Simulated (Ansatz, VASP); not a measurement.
# TiO2: VASP beside Ansatz

```
Ti O
1.0
     4.69694    0.00000    0.00000
     0.00000    4.69694    0.00000
     0.00000    0.00000    3.02486
Ti O
2 4
Direct
  0.00000 0.00000 0.00000
  0.50000 0.50000 0.50000
  0.30496 0.30496 0.00000
  0.19504 0.80496 0.50000
  0.69504 0.69504 0.00000
  0.80496 0.19504 0.50000
```

Alike in both runs: task single point; functional PBEsol; k mesh 4 × 4 × 6; no spin polarisation.

|  | VASP | Ansatz |
| --- | --- | --- |
| version | VASP 6.6.1 | Ansatz 0.2.0 |
| potentials or method | VASP PAW PBE potentials, release 64 (Ti_sv, O), cutoff 600 eV | plane waves, PAW |
| occupations | gaussian, width 0.01 eV | fixed |
| valence electrons in the cell | 48 | 48 |

VASP gave:

- pressure (GPa): -15.3
- traceless stress, the component that is largest in VASP (GPa): -3.57

Estimate Ansatz's values.

pressure (GPa): -15.6; traceless stress, the component that is largest in VASP (GPa): -3.74.

VASP's potentials were made for PBE, not for PBEsol.
